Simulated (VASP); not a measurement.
Wanted: the native input for a VASP 6.6.1 run.

```yaml
Task: single point
Functional: PBEsol
Potentials_or_basis: VASP PAW PBE potentials, release 64 (Ti_sv, O)
Cutoff: 520 eV
k_mesh: 12 × 12 × 12
Occupations: gaussian, width 0.15 eV
Spin: no spin polarisation
Dipole_correction: no
Further_INCAR_settings: ALGO = Normal; EDIFF = 1e-07; NBANDS = 36
```

The structure of TiO lies in POSCAR:

```
TiO
1.0
    4.0335084229     -0.0806701685      0.0000000000
   -0.0806701685      4.0335084229      0.0000000000
    0.0000000000      0.0000000000      4.0335084229
Ti O
3 3
Direct
    0.5000000000      0.5000000000      0.0000000000
    0.0000000000      0.5000000000      0.5000000000
    0.5000000000      0.0000000000      0.5000000000
    0.0000000000      0.5000000000      0.0000000000
    0.5000000000      0.0000000000      0.0000000000
    0.0000000000      0.0000000000      0.5000000000
```

This cell differs from its parent crystal: strain -0.0400 x Voigt [0, 0, 0, 0, 0, 1].

The input as run:

INCAR

```
SYSTEM = TiO
PREC = Accurate ; ENCUT = 520
EDIFF = 1E-7 ; ISMEAR = 0
SIGMA = 0.15 ; LREAL = .False.
LASPH = .True. ; NELM = 80
ALGO = Normal ; ISIF = 2
LWAVE = .False. ; LCHARG = .False.
GGA = PS ; NBANDS = 36
```

KPOINTS

```
regular mesh
0
Gamma
  12 12 12
  0 0 0
```

Potentials or basis: VASP PAW PBE potentials, release 64 (Ti_sv, O).

Run with:

```console
$ cat potpaw_PBE.64/Ti_sv/POTCAR potpaw_PBE.64/O/POTCAR > POTCAR
$ mpirun -np 1 vasp_std > vasp.out
```

Results of the run:

| Property | Result |
| --- | --- |
| Pressure | 0.6 GPa |
| Band gap on the k mesh | zero (bands 27 and 28 overlap by 1.95 eV) |

Caveat: the cell differs from its parent crystal (strain -0.0400 x Voigt [0, 0, 0, 0, 0, 1]); the PAW data sets were made with another functional, which shifts forces and pressure a little; semilocal functionals often make such compounds metallic where correlation or magnetic order opens a gap, which also shifts bond lengths.

Run time: 19 min on 1 thread of AMD EPYC 7R43 64-Core Processor (Zen 3), with other jobs on the host, peak memory 0.54 GiB.
